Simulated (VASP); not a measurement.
Input of a VASP 6.6.1 run:

The input INCAR:

```
SYSTEM = Al3Au
PREC = Accurate
ENCUT = 520
EDIFF = 1E-7
ISMEAR = 0
SIGMA = 0.05
LREAL = .False.
LASPH = .True.
NELM = 150
ALGO = Fast
ISIF = 2
LWAVE = .False.
LCHARG = .False.
MAGMOM = 0 0 0 0 0 0 0 0 0 0 0 0
LORBIT = 11
LSORBIT = .True.
GGA_COMPAT = .False.
LORBMOM = .True.
LMAXMIX = 4
GGA = PE
NBANDS = 34
```

KPOINTS

```
regular mesh
0
Gamma
  8 8 8
  0 0 0
```

POSCAR

```
Al3Au
1.0
   -2.0253330000      2.0253330000      4.0566000000
    2.0253330000     -2.0253330000      4.0566000000
    2.0253330000      2.0253330000     -4.0566000000
Au Al
1 3
Direct
    0.0000000000      0.0000000000      0.0000000000
    0.5000000000      0.5000000000      0.0000000000
    0.2500000000      0.7500000000      0.5000000000
    0.7500000000      0.2500000000      0.5000000000
```

Potentials or basis: VASP PAW PBE potentials, release 64 (Au, Al).

Run with:

```sh
$ cat potpaw_PBE.64/Au/POTCAR potpaw_PBE.64/Al/POTCAR > POTCAR
$ mpirun -np 1 vasp_ncl > vasp.out
```

Estimate the pressure.

-0.2 GPa.

Predict the net moment.

0.00 μB per cell.

Stress tensor (GPa, compression positive):
```
-0.59  0.00  0.00
 0.00 -0.59  0.00
 0.00  0.00  0.51
```
